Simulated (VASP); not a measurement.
Write the native input for VASP 6.6.1 that does the following.

* Task: single point
* Functional: PBE
* Potentials or basis: VASP PAW PBE potentials, release 64 (Si)
* Cutoff: 520 eV
* k mesh: 3 × 3 × 2
* Occupations: methfessel-paxton, width 0.0896 eV
* Spin: no spin polarisation
* Dipole correction: no
* Further INCAR settings: ALGO = Normal; EDIFF = 1e-07; NBANDS = 16

The structure of Si lies in POSCAR:

```
Si
1.0
    3.8313174600      0.0000000000      0.0000000000
   -1.9156587300      3.3180182500      0.0000000000
    0.0000000000      0.0000000000      6.3326220000
Si
4
Direct
    0.3333333301      0.6666666707      0.0630095006
    0.6666666699      0.3333333293      0.5630095006
    0.3333333301      0.6666666707      0.4369904994
    0.6666666699      0.3333333293      0.9369904994
```

These files were run (other wordings do the same):

INCAR

```
SYSTEM = Si
  ALGO = Normal
  EDIFF = 1E-7
  ENCUT = 520
  GGA = PE
  ISIF = 2
  ISMEAR = 1
  LASPH = .True.
  LCHARG = .False.
  LREAL = .False.
  LWAVE = .False.
  NBANDS = 16
  NELM = 60
  PREC = Accurate
  SIGMA = 0.0896
```

KPOINTS

```
k-points
0
Gamma
  3 3 2
  0 0 0
```

Potentials or basis: VASP PAW PBE potentials, release 64 (Si).

Launch:

```console
$ cat potpaw_PBE.64/Si/POTCAR > POTCAR
$ mpirun -np 1 vasp_std > vasp.out
```

It gave:

| Property | Result |
| --- | --- |
| Pressure | 2.5 GPa |
| Largest force | 0.113 eV/Å |
| Band gap on the k mesh | 0.71 eV, indirect (least direct gap 1.01 eV) |

Caveat: the k points lie up to 0.63 Å⁻¹ apart.

It took 6.5 s on 1 thread of AMD EPYC 7R13 Processor (Zen 3), on a shared host, peak memory 0.14 GiB.
